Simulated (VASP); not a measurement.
**Pb: single point with PBE**

Crystal: Pb.

```xyz
3
Lattice="5.2575 0.0000 0.0000 -2.6287 4.5531 0.0000 0.0000 0.0000 3.1613" Properties=species:S:1:pos:R:3 pbc="T T T"
Pb    0.0000    0.0000    0.0000
Pb    0.0000    3.0354    1.5807
Pb    2.6287    1.5177    1.5807
```

| Quantity | Value |
| --- | --- |
| Program | VASP 6.6.1 |
| Task | single point |
| Functional | PBE |
| Potentials or basis | VASP PAW PBE potentials, release 64 (Pb_d) |
| Cutoff | 520 eV |
| k mesh | 7 × 7 × 10 |
| Occupations | fermi-dirac, width 0.1 eV |
| Spin | no spin polarisation |
| Dipole correction | no |
| Further INCAR settings | ALGO = Normal; EDIFF = 1e-06; NBANDS = 28 |

- Pressure: 16.9 GPa
- Band gap on the k mesh: zero (band 21 reaches 11.83 eV, above the bottom of band 22 at 6.94 eV)

Levels at points of the mesh, in eV from the Fermi level:
| k point | band 19 | band 20 | band 21 | band 22 | band 23 | band 24 |
| --- | --- | --- | --- | --- | --- | --- |
| (0.00, 0.00, 0.00) | -2.80 | -2.80 | -2.71 | -2.71 | 3.35 | 7.81 |
| (0.00, 0.00, 0.50) | -2.21 | -1.57 | -0.63 | -0.59 | -0.59 | 0.80 |

Wall time 90 s on 1 thread of AMD EPYC 7R43 64-Core Processor (Zen 3), on a shared host, peak memory 0.18 GiB.

Caveat: spin-orbit coupling is left out, which moves the levels of the heavy elements.
